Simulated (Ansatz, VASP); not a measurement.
Tl: VASP beside Ansatz

The input INCAR:

```
PREC = Accurate
ENCUT = 500
EDIFF = 1E-6
ISMEAR = 0
SIGMA = 0.1
LREAL = F
LASPH = T
NELM = 120
ALGO = Normal
ISIF = 2
LWAVE = F
LCHARG = F
GGA = PS
NBANDS = 12
GGA_COMPAT = F
```

Contents of KPOINTS:

```
Automatic mesh
0
Gamma
  6 6 6
```

File POSCAR:

```
Tl
1.0
   -1.9410000000      1.9410000000      1.9410000000
    1.9410000000     -1.9410000000      1.9410000000
    1.9410000000      1.9410000000     -1.9410000000
Tl
1
Direct
    0.9780000000      0.6600000000      0.7200000000
```

Input for Ansatz:

```yaml
crystal:
  lattice:
    - [-1.941, 1.941, 1.941]
    - [1.941, -1.941, 1.941]
    - [1.941, 1.941, -1.941]
  atoms:
    - { symbol: Tl, position: [0.978, 0.66, 0.72] }
basis:
  ecutwfc: 420
kpoints:
  mp_grid: { grid: [6, 6, 6] }
hamiltonian:
  xc: pbesol
scf:
  occupations: { method: gaussian, width: 0.1 }
  convergence: { dr2_threshold: "1e-11 eV" }
output:
  forces: true
  stress: true
  eigenvalues: true
```

Alike in both runs: task single point; functional PBEsol; k mesh 6 × 6 × 6; occupations gaussian, width 0.1 eV; no spin polarisation.

```csv
,VASP,Ansatz
version,VASP 6.6.1,Ansatz 0.2.0
potentials or method,"VASP PAW PBE potentials, release 64 (Tl_d), cutoff 500 eV","scalar-relativistic, plane waves, PAW"
valence electrons in the cell,13,13
```

|  | VASP | Ansatz | Ansatz less VASP |
| --- | --- | --- | --- |
| gap on the k mesh at the Fermi level (eV) | none | none | - |
| pressure (GPa) | -0.7 | -0.7 | +0.06 |

VASP's potentials were made for PBE, not for PBEsol. A gap of «none» marks a metal or a gap that the smearing closes. The functional is the same, so the differences come from potentials, cutoffs and numerics.

The k mesh is coarse, so the values compare programs but aren't converged. Spin-orbit coupling is off throughout.
